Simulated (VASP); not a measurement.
# TaGe3Ru (Pm-3m) in VASP: notebook

TaGe3Ru is run at these levels: PBE; tasks: relaxation of cell and atoms, single point.

Program: VASP 6.6.1. These are calculated values, not measurements. Logs are shortened: lines on timing, memory, paths and dates and some standing lists are left out, and cuts for length are marked.

### 1 The cell of the first run

It takes space group Pm-3m (No. 221, cubic). The conventional cell has a = 4.270 Å, b = 4.270 Å, c = 4.270 Å, α = 90.00°, β = 90.00°, γ = 90.00°. Ta (site symmetry m-3m) has 12 Ge at 3.02 Å and 8 Ru at 3.70 Å within 4.0 Å. Within 2.8 Å of Ge (site symmetry 4/mmm) lie 2 Ru at 2.13 Å. Ru (site symmetry m-3m) has 6 Ge at 2.13 Å within 2.8 Å.

### 2 Relaxation of cell and atoms, PBE

INCAR

```
PREC     = Accurate       # precision mode
ENCUT    = 600            # plane-wave cutoff, eV
EDIFF    = 1E-7           # SCF threshold, eV
ISMEAR   = 0              # smearing method
SIGMA    = 0.1            # smearing width, eV
LREAL    = False          # projectors in reciprocal space
LASPH    = True           # aspherical terms in the spheres
NELM     = 80             # most SCF steps
ALGO     = Normal         # electronic algorithm
ISIF     = 3              # what is computed and relaxed
LWAVE    = False          # write WAVECAR
LCHARG   = False          # write CHGCAR
GGA      = PE             # functional
IBRION   = 2              # ionic algorithm
NSW      = 90             # ionic steps
EDIFFG   = -0.04          # ionic threshold
```

KPOINTS

```
regular mesh
0
Gamma
  4 4 4
```

POSCAR

```
TaGe3Ru
1.0
    4.2695177400      0.0000000000      0.0000000000
    0.0000000000      4.2695177400      0.0000000000
    0.0000000000      0.0000000000      4.2695177400
Ta Ge Ru
1 3 1
Direct
    0.0000000000      0.0000000000      0.0000000000
    0.0000000000      0.5000000000      0.5000000000
    0.5000000000      0.0000000000      0.5000000000
    0.5000000000      0.5000000000      0.0000000000
    0.5000000000      0.5000000000      0.5000000000
```

Potentials or basis: VASP PAW PBE potentials, release 64 (Ta_pv, Ge_d, Ru_pv).

Launch:

```sh
$ cat potpaw_PBE.64/Ta_pv/POTCAR potpaw_PBE.64/Ge_d/POTCAR potpaw_PBE.64/Ru_pv/POTCAR > POTCAR
$ mpirun -np 1 vasp_std > vasp.out
```

OUTCAR:

```text
PREC = Accurate
   ENCUT = 600
   EDIFF = 1E-7
   ISMEAR = 0
   LREAL = False
   LASPH = True
   NELM = 80
   ISIF = 3
   GGA = PE
   IBRION = 2
   NSW = 90
   EDIFFG = -0.04

 ion  position               nearest neighbor table
   1  0.000  0.000  0.000-   2 3.02   3 3.02   4 3.02   2 3.02   3 3.02   2 3.02   4 3.02   2 3.02
                             3 3.02   4 3.02   3 3.02   4 3.02
   2  0.000  0.500  0.500-   5 2.13   5 2.13   1 3.02   1 3.02   1 3.02   1 3.02
   3  0.500  0.000  0.500-   5 2.13   5 2.13   1 3.02   1 3.02   1 3.02   1 3.02
   4  0.500  0.500  0.000-   5 2.13   5 2.13   1 3.02   1 3.02   1 3.02   1 3.02
   5  0.500  0.500  0.500-   2 2.13   3 2.13   4 2.13   4 2.13   3 2.13   2 2.13

  LATTYP: Found a simple cubic cell.
 ALAT       =     4.2695177400

  Lattice vectors:

 A1 = (   4.2695177400,   0.0000000000,   0.0000000000)
 A2 = (   0.0000000000,   4.2695177400,   0.0000000000)
 A3 = (   0.0000000000,   0.0000000000,   4.2695177400)

Analysis of symmetry for initial positions (statically):
=====================================================================
 Subroutine PRICEL returns:
 Original cell was already a primitive cell.

 Routine SETGRP: Setting up the symmetry group for a
 simple cubic supercell.

 Subroutine GETGRP returns: Found 48 space group operations
[... 9 lines left out ...]

 Routine SETGRP: Setting up the symmetry group for a
 simple cubic supercell.

 Subroutine GETGRP returns: Found 48 space group operations
[... 11 lines left out ...]
                                     Primitive cell

  volume of cell :      77.8281

  direct lattice vectors                    reciprocal lattice vectors
     4.269517740  0.000000000  0.000000000     0.234218490  0.000000000  0.000000000
     0.000000000  4.269517740  0.000000000     0.000000000  0.234218490  0.000000000
     0.000000000  0.000000000  4.269517740     0.000000000  0.000000000  0.234218490

  length of vectors
     4.269517740  4.269517740  4.269517740     0.234218490  0.234218490  0.234218490

  position of ions in fractional coordinates (direct lattice)
     0.000000000  0.000000000  0.000000000
     0.000000000  0.500000000  0.500000000
     0.500000000  0.000000000  0.500000000
     0.500000000  0.500000000  0.000000000
     0.500000000  0.500000000  0.500000000

  ion indices of the primitive-cell ions
   primitive index   ion index
                 1           1
                 2           2
                 3           3
                 4           4
                 5           5

----------------------------------------------------------------------------------------

 KPOINTS: regular mesh

Automatic generation of k-mesh.
 Grid dimensions read from file:
 generate k-points for:    4    4    4

 Generating k-lattice:

  Cartesian coordinates                     Fractional coordinates (reciprocal lattice)
     0.058554623  0.000000000  0.000000000     0.250000000  0.000000000  0.000000000
     0.000000000  0.058554623  0.000000000     0.000000000  0.250000000  0.000000000
     0.000000000  0.000000000  0.058554623     0.000000000  0.000000000  0.250000000

  Length of vectors
     0.058554623  0.058554623  0.058554623

  Shift w.r.t. Gamma in fractional coordinates (k-lattice)
     0.000000000  0.000000000  0.000000000

 Subroutine IBZKPT returns following result:
 ===========================================

 Found     10 irreducible k-points:

 Following reciprocal coordinates:
            Coordinates               Weight
  0.000000  0.000000  0.000000      1.000000
  0.250000  0.000000  0.000000      6.000000
  0.500000  0.000000  0.000000      3.000000
  0.250000  0.250000  0.000000     12.000000
  0.500000  0.250000  0.000000     12.000000
  0.500000  0.500000  0.000000      3.000000
  0.250000  0.250000  0.250000      8.000000
  0.500000  0.250000  0.250000     12.000000
  0.500000  0.500000  0.250000      6.000000
  0.500000  0.500000  0.500000      1.000000
   k-points           NKPTS =     10   k-points in BZ     NKDIM =     10   number of bands    NBANDS=     40
   number of dos      NEDOS =    301   number of ions     NIONS =      5
   total plane-waves  NPLWV =  46656
   dimension x,y,z NGX =    36 NGY =   36 NGZ =   36
   dimension x,y,z NGXF=    72 NGYF=   72 NGZF=   72
   ions per type =               1   3   1
   NGX,Y,Z   is equivalent  to a cutoff of  14.02, 14.02, 14.02 a.u.
   NGXF,Y,Z  is equivalent  to a cutoff of  28.04, 28.04, 28.04 a.u.
 SYSTEM =  unknown system
   PREC   = accura    normal or accurate (medium, high low for compatibility)
   ISTART =      0    job   : 0-new  1-cont  2-samecut
   ICHARG =      2    charge: 1-file 2-atom 10-const
   ISPIN  =      1    spin polarized calculation?
   LNONCOLLINEAR =      F non collinear calculations
   LSORBIT =      F    spin-orbit coupling
   LASPH  =      T    aspherical Exc in radial PAW
   ENCUT  =  600.0 eV  44.10 Ry    6.64 a.u.   8.53  8.53  8.53*2*pi/ulx,y,z
   NELM   =     80;   NELMIN=  2; NELMDL= -5     # of ELM steps
   EDIFF  = 0.1E-06   stopping-criterion for ELM
   LREAL  =      F    real-space projection
   EDIFFG = -.4E-01   stopping-criterion for IOM
   NSW    =     90    number of steps for IOM
   IBRION =      2    ionic relax: 0-MD 1-quasi-New 2-CG
   NFREE  =      1    steps in history (QN), initial steepest desc. (CG)
   ISIF   =      3    stress and relaxation
   ISYM   =      2    0-nonsym 1-usesym 2-fastsym
   POTIM  = 0.5000    time-step for ionic-motion
   TEBEG  =    0.0;   TEEND  =   0.0 temperature during run
   PSTRESS=    0.0 pullay stress
   NELECT =      67.0000    total number of electrons
   NUPDOWN=      -1.0000    fix difference up-down
   EMIN   =  10.00;   EMAX   =-10.00  energy-range for DOS
   EFERMI =   0.00;   METHOD = LEGACY
   ISMEAR =     0;   SIGMA  =   0.10  broadening in eV -4-tet -1-fermi 0-gaus
   EFERMI_NEDOS =   21; number of points for ismear=-14 and -15
   IALGO  =     38    algorithm
   IMIX   =      4    mixing-type and parameters
     AMIX     =   0.40;   BMIX     =  1.00
     AMIX_MAG =   1.60;   BMIX_MAG =  1.00
  volume/ion in A,a.u.               =      15.57       105.04
  Fermi-wavevector in a.u.,A,eV,Ry     =   1.557355  2.942974 32.998951  2.425354
  Thomas-Fermi vector in A             =   2.661017
   LORBIT       =      0    0 simple, 1 ext, 2 COOP (PROOUT), +10 PAW based schemes
   GGA     = PE    functional components
   LHFCALC =     F    Hartree Fock is set to
   AEXX    =    0.0000 exact exchange contribution
   IVDW    =     0    specifies the selected vdW correction
   LEPSILON=     F    determine dielectric tensor
   LRPA    =     F    only Hartree local field effects (RPA)
 conjugate gradient relaxation of ions
 non-spin polarized calculation
 Gauss-broadening in eV      SIGMA  =   0.10
  energy-cutoff  :      600.00
  volume of cell :       77.83
 maximum number of plane-waves:      2624
 NGX is ok and might be reduce to    36
   NGX = 17   NGY = 17   NGZ = 17

--------------------------------------- Ionic step        1  -------------------------------------------

 number of electron      66.9999945 magnetization

 Free energy of the ion-electron system (eV)
  ---------------------------------------------------
  ext. energy  EPLUGINS =         0.00000000
  ---------------------------------------------------
  free energy    TOTEN  =       -26.20976970 eV

  energy without entropy =      -26.18017804  energy(sigma->0) =      -26.19497387

------------------------ aborting loop because EDIFF is reached ----------------------------------------

  FORCE on cell =-STRESS in cart. coord.  units (eV):
  Direction    XX          YY          ZZ          XY          YZ          ZX
  --------------------------------------------------------------------------------------
  -------------------------------------------------------------------------------------
  Total       26.3114967     26.3114967     26.3114967     -0.0000000     -0.0000000      0.0000000
  in kB      541.6511480    541.6511480    541.6511480     -0.0000000     -0.0000000      0.0000000
  external PRESSURE =     541.6511480 kB  Pullay stress =       0.0000000 kB
[... 24 lines left out ...]
  energy  without entropy=      -26.1801780366  energy(sigma->0) =      -26.19497387

--------------------------------------- Ionic step        2  -------------------------------------------

 number of electron      67.0000056 magnetization

 E-fermi :   2.7775     XC(G=0):  -9.2680

 val. band max:        2.7697418658   @ k =   0.5000   0.5000   0.0000
 cond. band min:       2.7829737608   @ k =   0.5000   0.5000   0.2500
 fundamental gap:      0.0132318951
 Fermi energy:         2.7774965827

 k-point     1 :       0.0000    0.0000    0.0000
  band No.  band energies     occupation
      1     -39.4404      2.00000
      2     -39.4404      2.00000
      3     -39.4404      2.00000
      4     -33.1629      2.00000
      5     -33.1629      2.00000
      6     -33.1629      2.00000
[... 533 lines left out ...]
  energy  without entropy=      -29.5428859444  energy(sigma->0) =      -29.56230175

--------------------------------------- Ionic step        5  -------------------------------------------

 number of electron      67.0000077 magnetization

 Free energy of the ion-electron system (eV)
  ---------------------------------------------------
  ext. energy  EPLUGINS =         0.00000000
  ---------------------------------------------------
  free energy    TOTEN  =       -29.58343517 eV

  energy without entropy =      -29.54544719  energy(sigma->0) =      -29.56444118

 E-fermi :   6.1328     XC(G=0): -11.0842

 val. band max:        6.0732083834   @ k =   0.5000   0.2500   0.0000
 cond. band min:       6.1540358445   @ k =   0.5000   0.0000   0.0000
 fundamental gap:      0.0808274611
 Fermi energy:         6.1327505378

 k-point     1 :       0.0000    0.0000    0.0000
  band No.  band energies     occupation
      1     -36.4539      2.00000
      2     -36.4539      2.00000
      3     -36.4539      2.00000
      4     -29.5189      2.00000
      5     -29.5189      2.00000
      6     -29.5189      2.00000
[... 451 lines left out ...]
  FREE ENERGIE OF THE ION-ELECTRON SYSTEM (eV)
  ---------------------------------------------------
  free  energy   TOTEN  =       -29.5834351718 eV

  energy  without entropy=      -29.5454471899  energy(sigma->0) =      -29.56444118

 reached required accuracy - stopping structural energy minimisation
```

Run time: 4.4 min. Hardware: 1 thread of Intel Xeon 6975P-C, shared host; peak memory 0.23 GiB.

What came out:

| Quantity | Value |
| --- | --- |
| Free energy | -29.5834 eV |
| Relaxed volume | 20.70 Å³/atom |
| Relaxed cell | a = 4.695 Å, b = 4.695 Å, c = 4.695 Å, α = 90.00°, β = 90.00°, γ = 90.00° |
| Space group after relaxing (to 0.05 Å) | Pm-3m (No. 221) |
| Energy gained by relaxing | 674.7 meV/atom |
| Ionic steps | 5 |
| Pressure after relaxing | 0.0 GPa |

Step by step:
| step | energy change (eV) | largest force (eV/Å) | pressure (GPa) | volume (Å³) |
| --- | --- | --- | --- | --- |
| 1 | 0.0000 | 0.0000 | 54.17 | 77.83 |
| 2 | 0.2381 | 0.0000 | -15.73 | 153.42 |
| 3 | -3.3572 | 0.0000 | -2.19 | 105.87 |
| 4 | -3.3719 | 0.0000 | -0.72 | 104.26 |
| 5 | -3.3737 | 0.0000 | 0.01 | 103.51 |

Final structure:
```xyz
5
Lattice="4.6953 0.0000 0.0000 0.0000 4.6953 0.0000 0.0000 0.0000 4.6953" Properties=species:S:1:pos:R:3 pbc="T T T"
Ta    0.0000    0.0000    0.0000
Ge    0.0000    2.3476    2.3476
Ge    2.3476    0.0000    2.3476
Ge    2.3476    2.3476    0.0000
Ru    2.3476    2.3476    2.3476
```

Levels at points of the mesh, in eV from the Fermi level:
| k point | band 30 | band 31 | band 32 | band 33 | band 34 | band 35 | band 36 | band 37 |
| --- | --- | --- | --- | --- | --- | --- | --- | --- |
| (0.00, 0.00, 0.00) | -2.39 | -0.89 | -0.89 | -0.39 | 0.25 | 0.25 | 0.25 | 1.24 |
| (0.50, 0.00, 0.00) | -2.25 | -2.25 | -2.07 | 0.02 | 0.55 | 0.83 | 1.08 | 1.08 |
| (0.50, 0.50, 0.00) | -0.90 | -0.72 | -0.53 | -0.53 | -0.10 | -0.10 | 0.03 | 0.31 |
| (0.50, 0.50, 0.50) | -4.18 | -1.45 | 0.16 | 0.16 | 0.16 | 0.58 | 0.58 | 0.89 |

Caveat: the k points lie up to 0.33 Å⁻¹ apart in the final cell; the volume moved by over 15 % at a fixed basis, so the end points are rough; spin-orbit coupling is left out, which moves the levels of the heavy elements.

### 3 Single point, PBE

This run uses another cell than the first one, of 20.67 Å³/atom, 1.328 times its volume.

INCAR

```
SYSTEM = TaGe3Ru
PREC = Accurate
ENCUT = 520
EDIFF = 1E-6
ISMEAR = 0
SIGMA = 0.1
LREAL = .False.
LASPH = .True.
NELM = 100
ALGO = Normal
ISIF = 2
LWAVE = .False.
LCHARG = .False.
GGA = PE
NBANDS = 42
```

KPOINTS

```
regular mesh
0
Gamma
  8 8 8
  0 0 0
```

Changes to POSCAR since step 2:

```diff
@@ -2,5 +2,5 @@
 1.0
-    4.2695177400      0.0000000000      0.0000000000
-    0.0000000000      4.2695177400      0.0000000000
-    0.0000000000      0.0000000000      4.2695177400
+    4.6925278810      0.0000000000      0.0000000000
+    0.0000000000      4.6925278810      0.0000000000
+    0.0000000000      0.0000000000      4.6925278810
 Ta Ge Ru
```

Potentials or basis: VASP PAW PBE potentials, release 64 (Ta_pv, Ge_d, Ru_pv).

Launch:

```sh
$ cat potpaw_PBE.64/Ta_pv/POTCAR potpaw_PBE.64/Ge_d/POTCAR potpaw_PBE.64/Ru_pv/POTCAR > POTCAR
$ mpirun -np 1 vasp_std > vasp.out
```

Wall time 2.4 min (1 thread of Intel Xeon 6975P-C, shared host); peak memory 0.29 GiB.

It converged, with:

| Property | Result |
| --- | --- |
| Free energy | -29.5815 eV |
| Pressure | 0.2 GPa |

Levels at points of the mesh, in eV from the Fermi level:
```
           k point  band 29  band 30  band 31  band 32  band 33  band 34  band 35  band 36  band 37  band 38
(0.00, 0.00, 0.00)    -2.46    -2.46    -0.93    -0.93    -0.40     0.22     0.22     0.22     1.22     1.22
(0.50, 0.00, 0.00)    -2.97    -2.32    -2.27    -2.09     0.00     0.53     0.78     1.06     1.06     1.63
(0.50, 0.50, 0.00)    -3.70    -0.95    -0.75    -0.55    -0.55    -0.14    -0.14     0.02     0.29     0.53
(0.50, 0.50, 0.50)    -4.25    -4.25    -1.46     0.11     0.11     0.11     0.57     0.57     0.87     0.87
```

Caveat: spin-orbit coupling is left out, which moves the levels of the heavy elements.

(Part 1 of 2 ends here.)
